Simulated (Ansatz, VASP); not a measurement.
# Two plane-wave programs on ZnSe

```
CELL_PARAMETERS angstrom
4.26160 0.00000 0.00000
0.00000 4.26160 0.00000
0.00000 0.00000 5.25644
ATOMIC_POSITIONS crystal
Zn 0.00000 0.00000 0.00000
Zn 0.50000 0.50000 0.00000
Se 0.00000 0.50000 0.27967
Se 0.50000 0.00000 0.72033
```

Alike in both runs: task single point; functional LDA; k mesh 8 × 8 × 6; occupations gaussian, width 0.05 eV; no spin polarisation.

```csv
,VASP,Ansatz
version,VASP 6.6.1,Ansatz 0.2.0
potentials or method,"VASP PAW LDA potentials, release 64 (Zn, Se), cutoff 520 eV","scalar-relativistic, plane waves, PAW"
valence electrons in the cell,36,56
```

```csv
,VASP,Ansatz,Ansatz less VASP
gap on the k mesh at the Fermi level (eV),1.11,1.10,-0.008
least direct gap on the mesh (eV),1.11,1.10,-0.008
pressure (GPa),-7.2,-7.4,-0.23
"traceless stress, the component that is largest in VASP (GPa)",1.70,1.72,+0.023
rms of the force components (eV/Å),0.358,0.374,+0.0159
```

LDA's correlation is that of Perdew and Zunger in VASP and of Perdew and Wang (1992) in Ansatz. Atom by atom the forces differ by 0.016 eV/Å (rms over components). VASP's potentials hold 36 valence electrons a cell and Ansatz's 56, so a difference there can come from the potentials and not from the codes.
